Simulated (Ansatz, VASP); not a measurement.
**Ba2BCl: VASP beside Ansatz**

The input INCAR:

```
SYSTEM = Ba2BCl
  ALGO = Normal
  EDIFF = 1E-6
  ENCUT = 520
  GGA = PE
  ISIF = 2
  ISMEAR = 0
  LASPH = .True.
  LCHARG = .True.
  LELF = .True.
  LREAL = .False.
  LVHAR = .True.
  LWAVE = .False.
  NBANDS = 23
  NELM = 60
  PREC = Accurate
  SIGMA = 0.1
```

The input KPOINTS:

```
k-points
0
Gamma
  6 6 4
  0 0 0
```

File POSCAR:

```
Ba2BCl
1.0
    5.6920735500      0.0000000000      0.0000000000
   -2.8460367700      4.9294802900      0.0000000000
    0.0000000000      0.0000000000      4.7170128300
Ba B Cl
2 1 1
Direct
    0.3333333300      0.6666666700      0.0000000000
    0.6666666700      0.3333333300      0.0000000000
    0.0000000000      0.0000000000      0.0000000000
    0.0000000000      0.0000000000      0.5000000000
```

Input for Ansatz:

```yaml
crystal:
  lattice:
    - [5.69207355, 0.0, 0.0]
    - [-2.84603677, 4.92948029, 0.0]
    - [0.0, 0.0, 4.71701283]
  atoms:
    - { symbol: Ba, position: [0.33333333, 0.66666667, 0.0] }
    - { symbol: Ba, position: [0.66666667, 0.33333333, 0.0] }
    - { symbol: B, position: [0.0, 0.0, 0.0] }
    - { symbol: Cl, position: [0.0, 0.0, 0.5] }
basis:
  ecutwfc: 420
kpoints:
  mp_grid: { grid: [6, 6, 4] }
hamiltonian:
  xc: pbe
scf:
  occupations: { method: gaussian, width: 0.1 }
  lower_state_search: "off"
output:
  forces: true
  stress: true
  eigenvalues: true
```

Alike in both runs: task single point; functional PBE; k mesh 6 × 6 × 4; occupations gaussian, width 0.1 eV; no spin polarisation.

```csv
,VASP,Ansatz
version,VASP 6.6.1,Ansatz 0.2.0
potentials or method,"VASP PAW PBE potentials, release 64 (Ba_sv, B, Cl), cutoff 520 eV","scalar-relativistic, plane waves, PAW"
valence electrons in the cell,30,30
```

```tsv
	VASP	Ansatz	Ansatz less VASP
gap on the k mesh at the Fermi level (eV)	none	none	-
pressure (GPa)	0.5	-0.1	-0.59
traceless stress, the component that is largest in VASP (GPa)	3.29	3.82	+0.523
```

A gap of «none» marks a metal or a gap that the smearing closes. The functional is the same, so the differences come from potentials, cutoffs and numerics.

Neither program's run includes spin-orbit coupling.
